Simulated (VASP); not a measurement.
# ZnSe (F-43m) in VASP: relaxation of cell and atoms with PBE

Aim: the relaxation of cell and atoms of ZnSe with PBE.

All numbers are computed with VASP 6.6.1; they aren't measurements. Logs are shortened: lines on timing, memory, paths and dates and some standing lists are left out, and cuts for length are marked.

### Step 1. The cell of the first run

The structure is cubic, space group F-43m (No. 216). The conventional cell has a = 5.665 Å, b = 5.665 Å, c = 5.665 Å, α = 90.00°, β = 90.00°, γ = 90.00°. Zn (site symmetry -43m) has 4 Se at 2.45 Å within 3.2 Å. Within 3.2 Å of Se (site symmetry -43m) lie 4 Zn at 2.45 Å.

### Step 2. Relaxation of cell and atoms, PBE

INCAR reads:

```
SYSTEM = ZnSe
PREC = Accurate
ENCUT = 600
EDIFF = 1E-6
ISMEAR = 0
SIGMA = 0.02
LREAL = .FALSE.
LASPH = .TRUE.
NELM = 80
ALGO = Normal
ISIF = 3
LWAVE = .FALSE.
LCHARG = .FALSE.
GGA = PE
IBRION = 2
NSW = 100
EDIFFG = -0.005
```

KPOINTS reads:

```
regular mesh
0
G
  8 8 8
  0 0 0
```

POSCAR reads:

```
ZnSe
1.0
    0.0000000000      2.8324425407      2.8324425407
    2.8324425407      0.0000000000      2.8324425407
    2.8324425407      2.8324425407      0.0000000000
Zn Se
1 1
Direct
    0.0000000000      0.0000000000      0.0000000000
    0.7500000000      0.7500000000      0.7500000000
```

Potentials or basis: VASP PAW PBE potentials, release 64 (Zn, Se).

The run is started by

```
$ cat potpaw_PBE.64/Zn/POTCAR potpaw_PBE.64/Se/POTCAR > POTCAR
$ mpirun -np 1 vasp_std > vasp.out
```

OUTCAR:

```text
SYSTEM = ZnSe
   PREC = Accurate
   ENCUT = 600
   EDIFF = 1E-6
   ISMEAR = 0
   LREAL = .FALSE.
   LASPH = .TRUE.
   NELM = 80
   ISIF = 3
   GGA = PE
   IBRION = 2
   NSW = 100
   EDIFFG = -0.005

 ion  position               nearest neighbor table
   1  0.000  0.000  0.000-   2 2.45   2 2.45   2 2.45   2 2.45
   2  0.750  0.750  0.750-   1 2.45   1 2.45   1 2.45   1 2.45

  LATTYP: Found a face centered cubic cell.
 ALAT       =     5.6648850814

  Lattice vectors:

 A1 = (   0.0000000000,   2.8324425407,   2.8324425407)
 A2 = (   2.8324425407,   0.0000000000,   2.8324425407)
 A3 = (   2.8324425407,   2.8324425407,   0.0000000000)

Analysis of symmetry for initial positions (statically):
=====================================================================
 Subroutine PRICEL returns:
 Original cell was already a primitive cell.

 Routine SETGRP: Setting up the symmetry group for a
 face centered cubic supercell.

 Subroutine GETGRP returns: Found 24 space group operations
 (whereof 24 operations were pure point group operations)
 out of a pool of 48 trial point group operations.

The static configuration has the point symmetry T_d .

Analysis of symmetry for dynamics (positions and initial velocities):
=====================================================================
 Subroutine PRICEL returns:
 Original cell was already a primitive cell.

 Routine SETGRP: Setting up the symmetry group for a
 face centered cubic supercell.

 Subroutine GETGRP returns: Found 24 space group operations
 (whereof 24 operations were pure point group operations)
 out of a pool of 48 trial point group operations.

The dynamic configuration has the point symmetry T_d .

 Subroutine INISYM returns: Found 24 space group operations
 (whereof 24 operations are pure point group operations),
 and found     1 'primitive' translations

----------------------------------------------------------------------------------------

                                     Primitive cell

  volume of cell :      45.4478

  direct lattice vectors                    reciprocal lattice vectors
     0.000000000  2.832442541  2.832442541    -0.176526088  0.176526088  0.176526088
     2.832442541  0.000000000  2.832442541     0.176526088 -0.176526088  0.176526088
     2.832442541  2.832442541  0.000000000     0.176526088  0.176526088 -0.176526088

  length of vectors
     4.005678656  4.005678656  4.005678656     0.305752153  0.305752153  0.305752153

  position of ions in fractional coordinates (direct lattice)
     0.000000000  0.000000000  0.000000000
     0.750000000  0.750000000  0.750000000

  ion indices of the primitive-cell ions
   primitive index   ion index
                 1           1
                 2           2

----------------------------------------------------------------------------------------

 KPOINTS: regular mesh

Automatic generation of k-mesh.
 Grid dimensions read from file:
 generate k-points for:    8    8    8

 Generating k-lattice:

  Cartesian coordinates                     Fractional coordinates (reciprocal lattice)
    -0.022065761  0.022065761  0.022065761     0.125000000  0.000000000  0.000000000
     0.022065761 -0.022065761  0.022065761     0.000000000  0.125000000  0.000000000
     0.022065761  0.022065761 -0.022065761     0.000000000  0.000000000  0.125000000

  Length of vectors
     0.038219019  0.038219019  0.038219019

  Shift w.r.t. Gamma in fractional coordinates (k-lattice)
     0.000000000  0.000000000  0.000000000

 Subroutine IBZKPT returns following result:
 ===========================================

 Found     29 irreducible k-points:

 Following reciprocal coordinates:
            Coordinates               Weight
  0.000000  0.000000  0.000000      1.000000
  0.125000  0.000000  0.000000      8.000000
  0.250000  0.000000  0.000000      8.000000
  0.375000  0.000000  0.000000      8.000000
  0.500000  0.000000  0.000000      4.000000
  0.125000  0.125000  0.000000      6.000000
[... 16 lines left out ...]
  0.500000  0.250000  0.125000     48.000000
 -0.375000  0.250000  0.125000     24.000000
 [... further k-points ...]
   k-points           NKPTS =     29   k-points in BZ     NKDIM =     29   number of bands    NBANDS=     13
   number of dos      NEDOS =    301   number of ions     NIONS =      2
   total plane-waves  NPLWV =  32768
   dimension x,y,z NGX =    32 NGY =   32 NGZ =   32
   dimension x,y,z NGXF=    64 NGYF=   64 NGZF=   64
   ions per type =               1   1
   NGX,Y,Z   is equivalent  to a cutoff of  13.28, 13.28, 13.28 a.u.
   NGXF,Y,Z  is equivalent  to a cutoff of  26.56, 26.56, 26.56 a.u.
 SYSTEM =  ZnSe
   PREC   = accura    normal or accurate (medium, high low for compatibility)
   ISTART =      0    job   : 0-new  1-cont  2-samecut
   ICHARG =      2    charge: 1-file 2-atom 10-const
   ISPIN  =      1    spin polarized calculation?
   LNONCOLLINEAR =      F non collinear calculations
   LSORBIT =      F    spin-orbit coupling
   LASPH  =      T    aspherical Exc in radial PAW
   ENCUT  =  600.0 eV  44.10 Ry    6.64 a.u.   8.00  8.00  8.00*2*pi/ulx,y,z
   NELM   =     80;   NELMIN=  2; NELMDL= -5     # of ELM steps
   EDIFF  = 0.1E-05   stopping-criterion for ELM
   LREAL  =      F    real-space projection
   EDIFFG = -.5E-02   stopping-criterion for IOM
   NSW    =    100    number of steps for IOM
   IBRION =      2    ionic relax: 0-MD 1-quasi-New 2-CG
   NFREE  =      1    steps in history (QN), initial steepest desc. (CG)
   ISIF   =      3    stress and relaxation
   ISYM   =      2    0-nonsym 1-usesym 2-fastsym
   POTIM  = 0.5000    time-step for ionic-motion
   TEBEG  =    0.0;   TEEND  =   0.0 temperature during run
   PSTRESS=    0.0 pullay stress
   NELECT =      18.0000    total number of electrons
   NUPDOWN=      -1.0000    fix difference up-down
   EMIN   =  10.00;   EMAX   =-10.00  energy-range for DOS
   EFERMI =   0.00;   METHOD = LEGACY
   ISMEAR =     0;   SIGMA  =   0.02  broadening in eV -4-tet -1-fermi 0-gaus
   EFERMI_NEDOS =   21; number of points for ismear=-14 and -15
   IALGO  =     38    algorithm
   IMIX   =      4    mixing-type and parameters
     AMIX     =   0.40;   BMIX     =  1.00
     AMIX_MAG =   1.60;   BMIX_MAG =  1.00
  volume/ion in A,a.u.               =      22.72       153.35
  Fermi-wavevector in a.u.,A,eV,Ry     =   1.202249  2.271922 19.665909  1.445404
  Thomas-Fermi vector in A             =   2.338036
   LORBIT       =      0    0 simple, 1 ext, 2 COOP (PROOUT), +10 PAW based schemes
   GGA     = PE    functional components
   LHFCALC =     F    Hartree Fock is set to
   AEXX    =    0.0000 exact exchange contribution
   IVDW    =     0    specifies the selected vdW correction
   LEPSILON=     F    determine dielectric tensor
   LRPA    =     F    only Hartree local field effects (RPA)
 conjugate gradient relaxation of ions
 non-spin polarized calculation
 Gauss-broadening in eV      SIGMA  =   0.02
  energy-cutoff  :      600.00
  volume of cell :       45.45
 maximum number of plane-waves:      1540
   NGX = 17   NGY = 17   NGZ = 17

--------------------------------------- Ionic step        1  -------------------------------------------

 number of electron      17.9999990 magnetization

 Free energy of the ion-electron system (eV)
  ---------------------------------------------------
  ext. energy  EPLUGINS =         0.00000000
  ---------------------------------------------------
  free energy    TOTEN  =        -6.01890392 eV

  energy without entropy =       -6.01890392  energy(sigma->0) =       -6.01890392

------------------------ aborting loop because EDIFF is reached ----------------------------------------

  FORCE on cell =-STRESS in cart. coord.  units (eV):
  Direction    XX          YY          ZZ          XY          YZ          ZX
  --------------------------------------------------------------------------------------
  -------------------------------------------------------------------------------------
  Total        0.6895749      0.6895749      0.6895749      0.0000000     -0.0000000      0.0000000
  in kB       24.3096517     24.3096517     24.3096517      0.0000000     -0.0000000      0.0000000
  external PRESSURE =      24.3096517 kB  Pullay stress =       0.0000000 kB

 VOLUME and BASIS-vectors are now :
 -----------------------------------------------------------------------------
  energy-cutoff  :      600.00
  volume of cell :       45.45
      direct lattice vectors                 reciprocal lattice vectors
     0.000000000  2.832442541  2.832442541    -0.176526088  0.176526088  0.176526088
     2.832442541  0.000000000  2.832442541     0.176526088 -0.176526088  0.176526088
     2.832442541  2.832442541  0.000000000     0.176526088  0.176526088 -0.176526088
[... 109 lines left out ...]
 POSITION                                       TOTAL-FORCE (eV/Angst)
 -----------------------------------------------------------------------------------
      0.00000      0.00000      0.00000         0.000000      0.000000      0.000000
      4.30658      4.30658      4.30658        -0.000000     -0.000000     -0.000000
 -----------------------------------------------------------------------------------
    total drift:                               -0.000000     -0.000000     -0.000000

  FREE ENERGIE OF THE ION-ELECTRON SYSTEM (eV)
  ---------------------------------------------------
  free  energy   TOTEN  =        -6.0320508069 eV

  energy  without entropy=       -6.0320508069  energy(sigma->0) =       -6.03205081

--------------------------------------- Ionic step        5  -------------------------------------------

 number of electron      18.0000015 magnetization

 Free energy of the ion-electron system (eV)
  ---------------------------------------------------
  ext. energy  EPLUGINS =         0.00000000
  ---------------------------------------------------
  free energy    TOTEN  =        -6.03206695 eV

  energy without entropy =       -6.03206695  energy(sigma->0) =       -6.03206695

 E-fermi :   1.4291     XC(G=0):  -9.1474

 val. band max:        1.2916801037   @ k =   0.0000   0.0000   0.0000
 cond. band min:       2.4293968644   @ k =   0.0000   0.0000   0.0000
 fundamental gap:      1.1377167607
 Fermi energy:         1.4291398887

 k-point     1 :       0.0000    0.0000    0.0000
  band No.  band energies     occupation
      1     -11.7287      2.00000
      2      -5.1226      2.00000
      3      -5.1226      2.00000
      4      -5.1226      2.00000
      5      -4.7868      2.00000
      6      -4.7868      2.00000
      7       1.2917      2.00000
      8       1.2917      2.00000
      9       1.2917      2.00000
     10       2.4294      0.00000
     11       7.1020      0.00000
     12       7.1020      0.00000
     13       7.1020      0.00000

 k-point     2 :       0.1250    0.0000    0.0000
  band No.  band energies     occupation
      1     -11.6354      2.00000
      2      -5.1136      2.00000
      3      -5.1081      2.00000
      4      -5.1081      2.00000
      5      -4.7880      2.00000
      6      -4.7880      2.00000
      7      -0.0031      2.00000
      8       1.1502      2.00000
      9       1.1502      2.00000
     10       3.4260      0.00000
     11       7.0196      0.00000
[... 339 lines left out ...]
 k-point    24 :      -0.3750    0.2500    0.1250
  band No.  band energies     occupation
      1     -10.8829      2.00000
      2      -5.0250      2.00000
      3      -4.9935      2.00000
      4      -4.8132      2.00000
      5      -4.7799      2.00000
      6      -4.5950      2.00000
      7      -3.3899      2.00000
      8      -0.9876      2.00000
      9      -0.0791      2.00000
     10       5.4050      0.00000
     11       6.8684      0.00000
     12       8.6014      0.00000
     13       9.8376      0.00000

 [... further k-points ...]

------------------------ aborting loop because EDIFF is reached ----------------------------------------

  FORCE on cell =-STRESS in cart. coord.  units (eV):
  Direction    XX          YY          ZZ          XY          YZ          ZX
  --------------------------------------------------------------------------------------
  -------------------------------------------------------------------------------------
  Total       -0.0068335     -0.0068335     -0.0068335      0.0000000      0.0000000      0.0000000
  in kB       -0.2314990     -0.2314990     -0.2314990      0.0000000      0.0000000      0.0000000
  external PRESSURE =      -0.2314990 kB  Pullay stress =       0.0000000 kB

 VOLUME and BASIS-vectors are now :
 -----------------------------------------------------------------------------
  energy-cutoff  :      600.00
  volume of cell :       47.29
      direct lattice vectors                 reciprocal lattice vectors
    -0.000000000  2.870278834  2.870278834    -0.174199104  0.174199104  0.174199104
     2.870278834 -0.000000000  2.870278834     0.174199104 -0.174199104  0.174199104
     2.870278834  2.870278834  0.000000000     0.174199104  0.174199104 -0.174199104

 POSITION                                       TOTAL-FORCE (eV/Angst)
 -----------------------------------------------------------------------------------
      0.00000      0.00000      0.00000        -0.000000     -0.000000     -0.000000
      4.30542      4.30542      4.30542         0.000000      0.000000      0.000000
 -----------------------------------------------------------------------------------
    total drift:                               -0.000000     -0.000000     -0.000000

  FREE ENERGIE OF THE ION-ELECTRON SYSTEM (eV)
  ---------------------------------------------------
  free  energy   TOTEN  =        -6.0320669487 eV

  energy  without entropy=       -6.0320669487  energy(sigma->0) =       -6.03206695

 reached required accuracy - stopping structural energy minimisation
```

It took 1.9 min on 1 thread of AMD EPYC 7R13 (Zen 3), shared host; peak memory 0.17 GiB.

What came out:

- Free energy: -6.0321 eV
- Relaxed volume: 23.65 Å³/atom
- Relaxed cell: a = 4.059 Å, b = 4.059 Å, c = 4.059 Å, α = 60.00°, β = 60.00°, γ = 60.00°
- Space group after relaxing (to 0.05 Å): F-43m (No. 216)
- Energy gained by relaxing: 6.6 meV/atom
- Ionic steps: 5
- Pressure after relaxing: 0.0 GPa
- Band gap on the k mesh: 1.14 eV, direct

The path:
```tsv
step	energy change (eV)	largest force (eV/Å)	pressure (GPa)	volume (Å³)
1	0.0000	0.0000	2.43	45.45
2	-0.0123	0.0000	-0.57	47.75
3	-0.0132	0.0000	0.11	47.25
4	-0.0131	0.0000	-0.06	47.33
5	-0.0132	0.0000	-0.02	47.29
```

Final structure:
```
Zn Se
1.0
     0.00000    2.87028    2.87028
     2.87028    0.00000    2.87028
     2.87028    2.87028    0.00000
Zn Se
1 1
Cartesian
  0.0000 0.0000 0.0000
  4.3054 4.3054 4.3054
```

PBE gaps usually lie below the measured ones, often by a third to a half.
